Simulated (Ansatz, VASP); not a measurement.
One calculation of KPt, two programs

```
Pt K
1.0
     3.04034    0.00000    0.00000
    -1.52017    2.63301    0.00000
     0.00000    0.00000    5.41592
Pt K
1 1
Direct
  0.66667 0.33333 0.00000
  0.00000 0.00000 0.50000
```

Change from the starting cell: volume scaled by 1.04.

Alike in both runs: task relaxation of cell and atoms; functional revPBE; dispersion D4; k mesh 7 × 7 × 4; occupations methfessel-paxton of order 1, width 0.2 eV; non-collinear spin, spin-orbit coupling.

|  | VASP | Ansatz |
| --- | --- | --- |
| version | VASP 6.6.1 | Ansatz 0.2.0 |
| potentials or method | VASP PAW PBE potentials, release 64 (Pt, K_sv), cutoff 600 eV | all-electron LAPW, relativistic spinors |

|  | VASP | Ansatz | Ansatz less VASP |
| --- | --- | --- | --- |
| relaxed volume (Å³/atom) | 20.49 | 20.38 | -0.113 |
| relaxed length of the cell vector where the two differ most in proportion (Å) | 2.963 | 2.955 | -0.0075 |

VASP's potentials were made for PBE, not for revPBE. Ansatz ran all-electron here, and VASP with PAW potentials.

Noted on Ansatz's run: the k mesh is thin for a metal, which can move the energy by tens of meV per atom.
